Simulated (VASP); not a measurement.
Write the native input for VASP 6.6.1 that does the following.

```
Task                   : single point
Functional             : PBEsol
Potentials or basis    : VASP PAW PBE potentials, release 64 (Al, Cu)
Cutoff                 : 520 eV
k mesh                 : 6 × 5 × 6
Occupations            : gaussian, width 0.1 eV
Spin                   : no spin polarisation
Dipole correction      : no
Further INCAR settings : LREAL = Auto; ALGO = Fast; EDIFF = 1e-06; NBANDS = 78
```

The structure of Al3Cu2 lies in POSCAR:

```
Al3Cu2
1.0
    6.0935810000     -0.6020860000     -0.1127210000
   -0.5562140000      7.8517230000      0.6667850000
   -0.0960690000      0.6733410000      6.1998470000
Al Cu
12 8
Direct
    0.5703769567      0.0878563573      0.9085662360
    0.2532004970      0.9487060191      0.6595082970
    0.9847495163      0.9845073323      0.9951307770
    0.5080566967      0.9114936336      0.3410842221
    0.9359665581      0.3859981099      0.9014952132
    0.6971429277      0.5707305812      0.5712349545
    0.9175037179      0.1583484198      0.5855354635
    0.6596475921      0.6909404279      0.1110944564
    0.2562025010      0.4248046039      0.4469625127
    0.1656062496      0.7055125128      0.1875077485
    0.5059520061      0.3533877477      0.1094527382
    0.3331060834      0.6022910351      0.7978293663
    0.9182015760      0.8683705750      0.4110046621
    0.8040352298      0.1561934897      0.2103071409
    0.2035917355      0.1311505807      0.2820036958
    0.9745100002      0.7059420982      0.8263275524
    0.2541976000      0.2459487779      0.8245579607
    0.6484471008      0.8564463656      0.7227183508
    0.8703111177      0.4465630729      0.2974614756
    0.5413817579      0.2331847774      0.5111025606
```

These files were run (other wordings do the same):

INCAR

```
SYSTEM = Al3Cu2
PREC = Accurate
ENCUT = 520
EDIFF = 1E-6
ISMEAR = 0
SIGMA = 0.1
LREAL = Auto
LASPH = .TRUE.
NELM = 80
ALGO = Fast
ISIF = 2
LWAVE = .FALSE.
LCHARG = .FALSE.
GGA = PS
NBANDS = 78
KPAR = 4
```

KPOINTS

```
regular mesh
0
G
  6 5 6
  0 0 0
```

Potentials or basis: VASP PAW PBE potentials, release 64 (Al, Cu).

The run is started by

```console
$ cat potpaw_PBE.64/Al/POTCAR potpaw_PBE.64/Cu/POTCAR > POTCAR
$ mpirun -np 4 vasp_std > vasp.out
```

It gave:

```yaml
Pressure: 0.6 GPa
Largest_force: 0.176 eV/Å
Band_gap_on_the_k_mesh: zero (bands 62 and 63 overlap by 1.38 eV)
```

Caveat: the atoms stand as in a frame of molecular dynamics; the PAW data sets were made with another functional, which shifts forces and pressure a little.

Wall time 29 min on 4 MPI ranks on Oxide Virtual Turin-like Processor, with other jobs on the host, peak memory 1.2 GiB a rank.
